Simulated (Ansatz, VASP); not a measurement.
# Si in VASP and in Ansatz

INCAR

```
PREC     = Accurate       # precision mode
ENCUT    = 520            # plane-wave cutoff, eV
EDIFF    = 1E-7           # SCF threshold, eV
ISMEAR   = 0              # smearing method
SIGMA    = 0.15           # smearing width, eV
LREAL    = F              # projectors in reciprocal space
LASPH    = T              # aspherical terms in the spheres
NELM     = 100            # most SCF steps
ALGO     = Normal         # electronic algorithm
ISIF     = 2              # what is computed and relaxed
LWAVE    = F              # write WAVECAR
LCHARG   = T              # write CHGCAR
LELF     = T              # ELF
LVHAR    = T            
NBANDS   = 11             # bands
```

Contents of KPOINTS:

```
Automatic mesh
0
Gamma
  20 20 20
```

The input POSCAR:

```
Si
1.0
   -2.3358017199      2.3358017199      1.2893874282
    2.3358017199     -2.3358017199      1.2893874282
    2.3358017199      2.3358017199     -1.2893874282
Si
2
Direct
    0.2500000000      0.7500000000      0.5000000000
    0.5000000000      0.5000000000      0.0000000000
```

Input for Ansatz:

```yaml
crystal:
  lattice:
    - [-2.3358017199, 2.3358017199, 1.2893874282]
    - [2.3358017199, -2.3358017199, 1.2893874282]
    - [2.3358017199, 2.3358017199, -1.2893874282]
  atoms:
    - { symbol: Si, position: [0.25, 0.75, 0.5] }
    - { symbol: Si, position: [0.5, 0.5, 0.0] }
basis:
  ecutwfc: 420
kpoints:
  mp_grid: { grid: [20, 20, 20] }
hamiltonian:
  xc: lda
scf:
  occupations: { method: gaussian, width: 0.15 }
output:
  forces: true
  stress: true
  eigenvalues: true
```

Change from the starting cell: strain -0.015 along x and y, -0.030 along z, atoms carried along.

Alike in both runs: task single point; functional LDA; k mesh 20 × 20 × 20; occupations gaussian, width 0.15 eV; no spin polarisation.

|  | VASP | Ansatz |
| --- | --- | --- |
| version | VASP 6.6.1 | Ansatz 0.2.0 |
| potentials or method | VASP PAW LDA potentials, release 64 (Si), cutoff 520 eV | scalar-relativistic, plane waves, PAW |
| valence electrons in the cell | 8 | 8 |

```tsv
	VASP	Ansatz	Ansatz less VASP
gap on the k mesh at the Fermi level (eV)	none	none	-
pressure (GPa)	7.0	6.8	-0.11
traceless stress, the component that is largest in VASP (GPa)	-0.84	-0.84	-0.001
```

LDA's correlation is that of Perdew and Zunger in VASP and of Perdew and Wang (1992) in Ansatz. A gap of «none» marks a metal or a gap that the smearing closes.
